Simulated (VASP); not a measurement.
# Al2Au (Fm-3m) in VASP: notebook

Runs on Al2Au. Level: r2SCAN. Tasks: relaxation of the atoms.

Program: VASP 6.6.1. These are calculated values, not measurements. Logs are shortened: lines on timing, memory, paths and dates and some standing lists are left out, and cuts for length are marked.

### Step 1. The cell of the first run

It takes space group Fm-3m (No. 225, cubic). The conventional cell has a = 5.888 Å, b = 5.888 Å, c = 5.888 Å, α = 90.00°, β = 90.00°, γ = 90.00°. Within 3.4 Å of Al (site symmetry -43m) lie 4 Au at 2.55 Å and 6 Al at 2.94 Å. Within 3.4 Å of Au (site symmetry m-3m) lie 8 Al at 2.55 Å.

### Step 2. Relaxation of the atoms, r2SCAN

Input file POSCAR:

```
Al2Au
1.0
    0.0000000000      2.9439700500      2.9439700500
    2.9439700500      0.0000000000      2.9439700500
    2.9439700500      2.9439700500      0.0000000000
Al Au
2 1
Direct
    0.2500000000      0.2500000000      0.2500000000
    0.7500000000      0.7500000000      0.7500000000
    0.0000000000      0.0000000000      0.0000000000
```

Input file INCAR.step1:

```
SYSTEM = Al2Au
PREC     = Accurate       ! precision mode
ENCUT    = 520            ! plane-wave cutoff, eV
ISMEAR   = -1             ! smearing method
SIGMA    = 0.1            ! smearing width, eV
LREAL    = .False.        ! projectors in reciprocal space
LASPH    = .True.         ! aspherical terms in the spheres
NELM     = 80             ! most SCF steps
GGA      = PE             ! functional
ALGO     = Normal         ! electronic algorithm
EDIFF    = 1E-4           ! SCF threshold, eV
LWAVE    = .True.         ! write WAVECAR
LCHARG   = .False.        ! write CHGCAR
```

Input file INCAR.step2:

```
SYSTEM = Al2Au
PREC     = Accurate       ! precision mode
ENCUT    = 520            ! plane-wave cutoff, eV
EDIFF    = 1E-6           ! SCF threshold, eV
ISMEAR   = -1             ! smearing method
SIGMA    = 0.1            ! smearing width, eV
LREAL    = .False.        ! projectors in reciprocal space
LASPH    = .True.         ! aspherical terms in the spheres
NELM     = 80             ! most SCF steps
ALGO     = Normal         ! electronic algorithm
ISIF     = 2              ! what is computed and relaxed
LWAVE    = .False.        ! write WAVECAR
LCHARG   = .False.        ! write CHGCAR
METAGGA  = R2SCAN         ! meta-GGA
LMIXTAU  = .True.       
IBRION   = 2              ! ionic algorithm
NSW      = 50             ! ionic steps
EDIFFG   = -0.01          ! ionic threshold
ISTART   = 1
```

Input file KPOINTS:

```
Automatic mesh
0
Gamma
  10 10 10
  0 0 0
```

Potentials or basis: VASP PAW PBE potentials, release 64 (Al, Au).

On the command line:

```sh
$ cat potpaw_PBE.64/Al/POTCAR potpaw_PBE.64/Au/POTCAR > POTCAR
$ cp INCAR.step1 INCAR
$ mpirun -np 1 vasp_std > vasp.out
$ cp INCAR.step2 INCAR
$ mpirun -np 1 vasp_std > vasp.out
```

OUTCAR:

```text
SYSTEM = Al2Au
   PREC = Accurate
   ENCUT = 520
   EDIFF = 1E-6
   ISMEAR = -1
   LREAL = .False.
   LASPH = .True.
   NELM = 80
   ISIF = 2
   METAGGA = R2SCAN
   IBRION = 2
   NSW = 50
   EDIFFG = -0.01
   ISTART = 1

 ion  position               nearest neighbor table
   1  0.250  0.250  0.250-   3 2.55   3 2.55   3 2.55   3 2.55   2 2.94   2 2.94   2 2.94   2 2.94
                             2 2.94   2 2.94
   2  0.750  0.750  0.750-   3 2.55   3 2.55   3 2.55   3 2.55   1 2.94   1 2.94   1 2.94   1 2.94
                             1 2.94   1 2.94
   3  0.000  0.000  0.000-   2 2.55   2 2.55   2 2.55   1 2.55   1 2.55   1 2.55   2 2.55   1 2.55

  LATTYP: Found a face centered cubic cell.
 ALAT       =     5.8879401000

  Lattice vectors:

 A1 = (   0.0000000000,   2.9439700500,   2.9439700500)
 A2 = (   2.9439700500,   0.0000000000,   2.9439700500)
 A3 = (   2.9439700500,   2.9439700500,   0.0000000000)

Analysis of symmetry for initial positions (statically):
=====================================================================
 Subroutine PRICEL returns:
 Original cell was already a primitive cell.

 Routine SETGRP: Setting up the symmetry group for a
 face centered cubic supercell.

 Subroutine GETGRP returns: Found 48 space group operations
 (whereof 48 operations were pure point group operations)
 out of a pool of 48 trial point group operations.

The static configuration has the point symmetry O_h .

Analysis of symmetry for dynamics (positions and initial velocities):
=====================================================================
 Subroutine PRICEL returns:
 Original cell was already a primitive cell.

 Routine SETGRP: Setting up the symmetry group for a
 face centered cubic supercell.

 Subroutine GETGRP returns: Found 48 space group operations
 (whereof 48 operations were pure point group operations)
 out of a pool of 48 trial point group operations.

The dynamic configuration has the point symmetry O_h .

 Subroutine INISYM returns: Found 48 space group operations
 (whereof 48 operations are pure point group operations),
 and found     1 'primitive' translations

----------------------------------------------------------------------------------------

                                     Primitive cell

  volume of cell :      51.0305

  direct lattice vectors                    reciprocal lattice vectors
     0.000000000  2.943970050  2.943970050    -0.169838684  0.169838684  0.169838684
     2.943970050  0.000000000  2.943970050     0.169838684 -0.169838684  0.169838684
     2.943970050  2.943970050  0.000000000     0.169838684  0.169838684 -0.169838684

[... 94 lines left out ...]
   TEBEG  =    0.0;   TEEND  =   0.0 temperature during run
   PSTRESS=    0.0 pullay stress
   NELECT =      17.0000    total number of electrons
   NUPDOWN=      -1.0000    fix difference up-down
   EMIN   =  10.00;   EMAX   =-10.00  energy-range for DOS
   EFERMI =   0.00;   METHOD = LEGACY
   ISMEAR =    -1;   SIGMA  =   0.10  broadening in eV -4-tet -1-fermi 0-gaus
   EFERMI_NEDOS =   21; number of points for ismear=-14 and -15
   IALGO  =     38    algorithm
   IMIX   =      4    mixing-type and parameters
     AMIX     =   0.40;   BMIX     =  1.00
     AMIX_MAG =   1.60;   BMIX_MAG =  1.00
  volume/ion in A,a.u.               =      17.01       114.79
  Fermi-wavevector in a.u.,A,eV,Ry     =   1.134874  2.144601 17.523482  1.287940
  Thomas-Fermi vector in A             =   2.271579
   LORBIT       =      0    0 simple, 1 ext, 2 COOP (PROOUT), +10 PAW based schemes
   METAGGA = R2SCAN    functional components
   LHFCALC =     F    Hartree Fock is set to
   AEXX    =    0.0000 exact exchange contribution
   IVDW    =     0    specifies the selected vdW correction
   LEPSILON=     F    determine dielectric tensor
   LRPA    =     F    only Hartree local field effects (RPA)
 conjugate gradient relaxation of ions
 non-spin polarized calculation
  energy-cutoff  :      520.00
  volume of cell :       51.03
 maximum number of plane-waves:      1390
   NGX = 15   NGY = 15   NGZ = 15

 number of electron      16.9999999 magnetization

 Free energy of the ion-electron system (eV)
  ---------------------------------------------------
  ext. energy  EPLUGINS =         0.00000000
  ---------------------------------------------------
  free energy    TOTEN  =       -65.48187941 eV

  energy without entropy =      -65.45516483  energy(sigma->0) =      -65.46852212

 E-fermi :   8.3661     XC(G=0): -11.5373

 val. band max:        8.3466426525   @ k =   0.5000   0.1000   0.0000
 cond. band min:       8.3853270811   @ k =   0.4000   0.1000   0.0000
 fundamental gap:      0.0386844286
 Fermi energy:         8.3660740684

 k-point     1 :       0.0000    0.0000    0.0000
  band No.  band energies     occupation
      1      -3.1469      2.00000
      2       1.1098      2.00000
      3       1.1098      2.00000
      4       1.1098      2.00000
      5       2.1756      2.00000
      6       2.1756      2.00000
      7      11.4500      0.00000
      8      11.4500      0.00000
      9      11.4500      0.00000
     10      11.7380      0.00000
     11      12.8532      0.00000
     12      12.8532      0.00000
[... 331 lines left out ...]
 k-point    24 :       0.4000    0.3000    0.0000
  band No.  band energies     occupation
      1      -0.8152      2.00000
      2       0.5577      2.00000
      3       1.5489      2.00000
      4       1.7545      2.00000
      5       1.9721      2.00000
      6       2.4535      2.00000
      7       4.8467      2.00000
      8       6.5853      2.00000
      9       6.8579      2.00000
     10      10.6617      0.00000
     11      11.4929      0.00000
     12      15.7787      0.00000

 [... further k-points ...]
[... 5 lines left out ...]
  --------------------------------------------------------------------------------------
  -------------------------------------------------------------------------------------
  Total        2.5840152      2.5840152      2.5840152     -0.0000000     -0.0000000     -0.0000000
  in kB       81.1288802     81.1288802     81.1288802     -0.0000000     -0.0000000     -0.0000000
  external PRESSURE =      81.1288802 kB  Pullay stress =       0.0000000 kB

 VOLUME and BASIS-vectors are now :
 -----------------------------------------------------------------------------
  energy-cutoff  :      520.00
  volume of cell :       51.03
      direct lattice vectors                 reciprocal lattice vectors
     0.000000000  2.943970050  2.943970050    -0.169838684  0.169838684  0.169838684
     2.943970050  0.000000000  2.943970050     0.169838684 -0.169838684  0.169838684
     2.943970050  2.943970050  0.000000000     0.169838684  0.169838684 -0.169838684

 POSITION                                       TOTAL-FORCE (eV/Angst)
 -----------------------------------------------------------------------------------
      1.47199      1.47199      1.47199         0.000000      0.000000      0.000000
      4.41596      4.41596      4.41596        -0.000000     -0.000000      0.000000
      0.00000      0.00000      0.00000         0.000000      0.000000     -0.000000
 -----------------------------------------------------------------------------------
    total drift:                                0.000000     -0.000000      0.000000

  FREE ENERGIE OF THE ION-ELECTRON SYSTEM (eV)
  ---------------------------------------------------
  free  energy   TOTEN  =       -65.4818794107 eV

  energy  without entropy=      -65.4551648326  energy(sigma->0) =      -65.46852212

 reached required accuracy - stopping structural energy minimisation
```

OUTCAR.step1:

```text
SYSTEM = Al2Au
   PREC = Accurate
   ENCUT = 520
   ISMEAR = -1
   LREAL = .False.
   LASPH = .True.
[... 585 lines left out ...]
      1.47199      1.47199      1.47199        -0.000000     -0.000000      0.000000
      4.41596      4.41596      4.41596         0.000000      0.000000     -0.000000
      0.00000      0.00000      0.00000         0.000000      0.000000      0.000000
 -----------------------------------------------------------------------------------
    total drift:                                0.000000     -0.000000      0.000000

  FREE ENERGIE OF THE ION-ELECTRON SYSTEM (eV)
  ---------------------------------------------------
  free  energy   TOTEN  =       -11.8933943555 eV

  energy  without entropy=      -11.8659993627  energy(sigma->0) =      -11.87969686
```

OSZICAR.step1:

```text
N       E                     dE             d eps       ncg     rms          rms(c)
DAV:   1     0.620932896488E+02    0.62093E+02   -0.72463E+03  1168   0.118E+03
DAV:   2    -0.112586128549E+02   -0.73352E+02   -0.67694E+02  1248   0.208E+02
DAV:   3    -0.132359216011E+02   -0.19773E+01   -0.19288E+01  1432   0.331E+01
DAV:   4    -0.132521559384E+02   -0.16234E-01   -0.16223E-01  1336   0.348E+00
DAV:   5    -0.132523968367E+02   -0.24090E-03   -0.24089E-03  1424   0.455E-01    0.974E+00
DAV:   6    -0.119937634177E+02    0.12586E+01   -0.65240E+00  1308   0.290E+01    0.407E+00
DAV:   7    -0.119245510831E+02    0.69212E-01   -0.27803E-01  1224   0.621E+00    0.195E+00
DAV:   8    -0.118942712214E+02    0.30280E-01   -0.21460E-02  1324   0.121E+00    0.405E-01
DAV:   9    -0.118932687879E+02    0.10024E-02   -0.31064E-03  1288   0.675E-01    0.183E-01
DAV:  10    -0.118934017739E+02   -0.13299E-03   -0.22323E-04  1176   0.128E-01    0.338E-02
DAV:  11    -0.118933943555E+02    0.74184E-05   -0.70307E-06   676   0.250E-02
   1 F= -.11893394E+02 E0= -.11879697E+02  d E =-.273950E-01
```

Run time: 67 s. Hardware: 1 thread of Intel Xeon 6975P-C, shared host; peak memory 0.2 GiB.

What came out:

| Item | Value |
| --- | --- |
| Free energy | -65.4819 eV |
| Pressure after relaxing | 8.1 GPa |

Final structure:
```
Al Au
1.0
     0.00000    2.94397    2.94397
     2.94397    0.00000    2.94397
     2.94397    2.94397    0.00000
Al Au
2 1
Direct
  0.25000 0.25000 0.25000
  0.75000 0.75000 0.75000
  0.00000 0.00000 0.00000
```

Caveat: the relaxation stopped at its first step, so nothing moved; the PAW data sets were made with another functional, which shifts forces and pressure a little; spin-orbit coupling is left out, which moves the levels of the heavy elements.

### Step 3. Relaxation of the atoms, r2SCAN

This run uses another cell than the first one, of 17.37 Å³/atom, 1.021 times its volume.

Input file POSCAR:

```
Al2Au
1.0
    0.0000000000      2.9647029100      2.9647029100
    2.9647029100      0.0000000000      2.9647029100
    2.9647029100      2.9647029100      0.0000000000
Al Au
2 1
Direct
    0.2500000000      0.2500000000      0.2500000000
    0.7500000000      0.7500000000      0.7500000000
    0.0000000000      0.0000000000      0.0000000000
```

Input file INCAR.step1:

```
  ALGO = Normal
  EDIFF = 1E-4
  ENCUT = 520
  GGA = PE
  ISMEAR = -1
  LASPH = True
  LCHARG = False
  LREAL = False
  LWAVE = True
  NELM = 100
  PREC = Accurate
  SIGMA = 0.1
```

Input file INCAR.step2:

```
  ALGO = Normal
  EDIFF = 1E-7
  EDIFFG = -0.01
  ENCUT = 520
  IBRION = 2
  ISIF = 2
  ISMEAR = -1
  ISTART = 1
  LASPH = True
  LCHARG = False
  LMIXTAU = True
  LREAL = False
  LWAVE = False
  METAGGA = R2SCAN
  NELM = 100
  NSW = 50
  PREC = Accurate
  SIGMA = 0.1
```

Input file KPOINTS:

```
k-points
0
Gamma
  10 10 10
```

Potentials or basis: VASP PAW PBE potentials, release 64 (Al, Au).

On the command line:

```sh
$ cat potpaw_PBE.64/Al/POTCAR potpaw_PBE.64/Au/POTCAR > POTCAR
$ cp INCAR.step1 INCAR
$ mpirun -np 1 vasp_std > vasp.out
$ cp INCAR.step2 INCAR
$ mpirun -np 1 vasp_std > vasp.out
```

It took 3.9 min on 1 thread of Oxide Virtual Turin-like, shared host; peak memory 0.16 GiB.

It converged, with:

- Free energy: -65.5260 eV
- Pressure after relaxing: 5.0 GPa

Final structure:
```yaml
crystal:
  lattice:
    - [0.00000, 2.96470, 2.96470]
    - [2.96470, 0.00000, 2.96470]
    - [2.96470, 2.96470, 0.00000]
  atoms:
    - { symbol: Al, position: [0.25000, 0.25000, 0.25000] }
    - { symbol: Al, position: [0.75000, 0.75000, 0.75000] }
    - { symbol: Au, position: [0.00000, 0.00000, 0.00000] }
```

Levels at points of the mesh, in eV from the Fermi level:
```
           k point  band 6  band 7  band 8  band 9  band 10  band 11  band 12
(0.00, 0.00, 0.00)   -6.09    3.08    3.08    3.08     3.20     4.38     4.38
(0.50, 0.00, 0.00)   -5.94   -5.86    0.33    0.33     3.91     4.25     4.25
(0.50, 0.50, 0.00)   -5.73   -5.41   -2.32   -2.32     1.82     2.42     8.05
```

Caveat: the relaxation stopped at its first step, so nothing moved; the PAW data sets were made with another functional, which shifts forces and pressure a little; spin-orbit coupling is left out, which moves the levels of the heavy elements.

(Continued in part 2 of 2.)
